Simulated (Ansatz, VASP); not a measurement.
TlBr in VASP and in Ansatz

INCAR

```
SYSTEM = TlBr
PREC = Accurate
ENCUT = 500
EDIFF = 1E-6
ISMEAR = 0
SIGMA = 0.01
LREAL = .False.
LASPH = .True.
NELM = 120
ALGO = Normal
ISIF = 2
LWAVE = .False.
LCHARG = .False.
NBANDS = 17
GGA_COMPAT = .False.
```

File KPOINTS:

```
regular mesh
0
Gamma
  4 4 4
  0 0 0
```

The input POSCAR:

```
TlBr
1.0
    3.9949064678      0.0000000000      0.0000000000
    0.0000000000      3.9949064678      0.0000000000
    0.0000000000      0.0000000000      3.9949064678
Tl Br
1 1
Direct
    0.0000000000      0.0000000000      0.0000000000
    0.5000000000      0.5000000000      0.5000000000
```

Input for Ansatz:

```yaml
crystal:
  lattice:
    - [3.9949064678, 0.0, 0.0]
    - [0.0, 3.9949064678, 0.0]
    - [0.0, 0.0, 3.9949064678]
  atoms:
    - { symbol: Tl, position: [0.0, 0.0, 0.0] }
    - { symbol: Br, position: [0.5, 0.5, 0.5] }
kpoints:
  mp_grid: { grid: [4, 4, 4] }
hamiltonian:
  xc: lda
scf:
  occupations: { method: fixed }
  n_extra_bands: 4
output:
  forces: true
  stress: true
  eigenvalues: true
```

Alike in both runs: task single point; functional LDA; k mesh 4 × 4 × 4; no spin polarisation.

|  | VASP | Ansatz |
| --- | --- | --- |
| version | VASP 6.6.1 | Ansatz 0.2.0 |
| potentials or method | VASP PAW LDA potentials, release 64 (Tl_d, Br) | plane waves |
| plane-wave cutoff (eV) | 500 | 420 |
| occupations | gaussian, width 0.01 eV | fixed |
| valence electrons in the cell | 20 | 20 |

Ansatz gave:

- gap on the k mesh at the Fermi level (eV): 1.69
- pressure (GPa): -2.8

Q: Which values does VASP return?

A: gap on the k mesh at the Fermi level (eV): 1.67; pressure (GPa): -2.8.

LDA's correlation is that of Perdew and Zunger in VASP and of Perdew and Wang (1992) in Ansatz.

Spin-orbit coupling is off throughout.
